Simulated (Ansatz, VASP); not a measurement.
## One calculation of MoSe, two programs

INCAR

```
SYSTEM = MoSe
ALGO     = Normal         ! electronic algorithm
EDIFF    = 1E-6           ! SCF threshold, eV
ENCUT    = 500            ! plane-wave cutoff, eV
GGA      = PE             ! functional
GGA_COMPAT= .FALSE.      
ISIF     = 2              ! what is computed and relaxed
ISMEAR   = 0              ! smearing method
ISPIN    = 2              ! spin polarisation
LASPH    = .TRUE.         ! aspherical terms in the spheres
LCHARG   = .FALSE.        ! write CHGCAR
LDAU     = .TRUE.         ! DFT+U
LDAUJ    = 0 0          
LDAUL    = 2 -1           ! shell
LDAUPRINT= 1            
LDAUTYPE = 2            
LDAUU    = 4.38 0         ! U, eV
LMAXMIX  = 4              ! l up to which the mixer works
LORBIT   = 11             ! projections on sites
LREAL    = .FALSE.        ! projectors in reciprocal space
LWAVE    = .FALSE.        ! write WAVECAR
MAGMOM   = 2 -2 0 0       ! initial moments
NBANDS   = 32             ! bands
NELM     = 200            ! most SCF steps
PREC     = Accurate       ! precision mode
SIGMA    = 0.1            ! smearing width, eV
```

File KPOINTS:

```
k-points
0
G
  12 12 6
  0 0 0
```

POSCAR

```
MoSe
1.0
    0.0000000000      2.8639245983      2.8639245983
    5.7278491966      2.8639245983      2.8639245983
    5.7278491966      5.7278491966      0.0000000000
Mo Se
2 2
Direct
    0.0000000000      0.0000000000      1.0000000000
    0.0000000000      0.0000000000      0.5000000000
    0.5000000000      0.5000000000      0.0000000000
    0.5000000000      0.5000000000      0.5000000000
```

Input for Ansatz:

```yaml
crystal:
  lattice:
    - [0.0, 2.8639245983, 2.8639245983]
    - [5.7278491966, 2.8639245983, 2.8639245983]
    - [5.7278491966, 5.7278491966, 0.0]
  atoms:
    - { symbol: Mo, position: [0.0, 0.0, 1.0], spin: 2.0 }
    - { symbol: Se, position: [0.5, 0.5, 0.0] }
    - { symbol: Mo, position: [0.0, 0.0, 0.5], spin: -2.0 }
    - { symbol: Se, position: [0.5, 0.5, 0.5] }
basis:
  ecutwfc: 420
kpoints:
  mp_grid: { grid: [12, 12, 6] }
hamiltonian:
  xc: pbe
  hubbard: { sites: [{ species: Mo, l: d, u_eff: 4.38 }] }
scf:
  occupations: { method: gaussian, width: 0.1 }
output:
  forces: true
  stress: true
  eigenvalues: true
  populations: true
magnetization:
  spin_polarized: true
```

Alike in both runs: task single point; functional PBE; k mesh 12 × 12 × 6; occupations gaussian, width 0.1 eV; collinear spin; Hubbard terms Mo d U = 4.38 eV.

```csv
,VASP,Ansatz
version,VASP 6.6.1,Ansatz 0.2.0
potentials or method,"VASP PAW PBE potentials, release 64 (Mo_sv, Se), cutoff 500 eV","scalar-relativistic, plane waves, PAW"
valence electrons in the cell,40,60
```

|  | VASP | Ansatz | Ansatz less VASP |
| --- | --- | --- | --- |
| gap on the k mesh at the Fermi level (eV) | none | none | - |
| pressure (GPa) | -2.8 | -1.3 | +1.50 |
| net moment per atom (μB) | 0.00 | 0.00 | 0.000 |
| size of the moment on the site where the two differ most (μB) | 3.55 | 3.33 | -0.222 |

Site moments also hang on the region over which each program counts them. The programs project onto different local orbitals, so the same U acts differently, and such runs can settle in different states. A gap of «none» marks a metal or a gap that the smearing closes. VASP's potentials hold 40 valence electrons a cell and Ansatz's 60, so a difference there can come from the potentials and not from the codes. Ansatz's warnings: filled band counts differ across k points.
